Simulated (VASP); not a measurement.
Input of a VASP 6.6.1 run:

File INCAR:

```
SYSTEM = Co
ALGO = Normal ; EDIFF = 1E-7
ENCUT = 520 ; GGA = PS
ISIF = 2 ; ISMEAR = 0
ISPIN = 2 ; LASPH = .TRUE.
LCHARG = .FALSE. ; LMAXMIX = 4
LORBIT = 11 ; LREAL = .FALSE.
LWAVE = .FALSE. ; MAGMOM = 1.78 1.78
NBANDS = 20 ; NELM = 150
PREC = Accurate ; SIGMA = 0.1
```

The input KPOINTS:

```
k-points
0
G
  18 18 10
  0 0 0
```

File POSCAR:

```
Co
1.0
    2.4564223054      0.0000000000      0.0000000000
   -1.2282111527      2.1273241189      0.0000000000
    0.0000000000      0.0000000000      3.9694136133
Co
2
Direct
    0.3333333333      0.6666666667      0.2500000000
    0.6666666667      0.3333333333      0.7500000000
```

Potentials or basis: VASP PAW PBE potentials, release 64 (Co).

The run is started by

```sh
$ cat potpaw_PBE.64/Co/POTCAR > POTCAR
$ mpirun -np 1 vasp_std > vasp.out
```

What does it give for the pressure?

-0.9 GPa.

What does it give for the net moment?

3.14 μB per cell.

Stress tensor (GPa, compression positive):
```
-0.84  0.00  0.00
 0.00 -0.84  0.00
 0.00  0.00 -0.97
```

Caveat: the PAW data sets were made with another functional, which shifts forces and pressure a little.
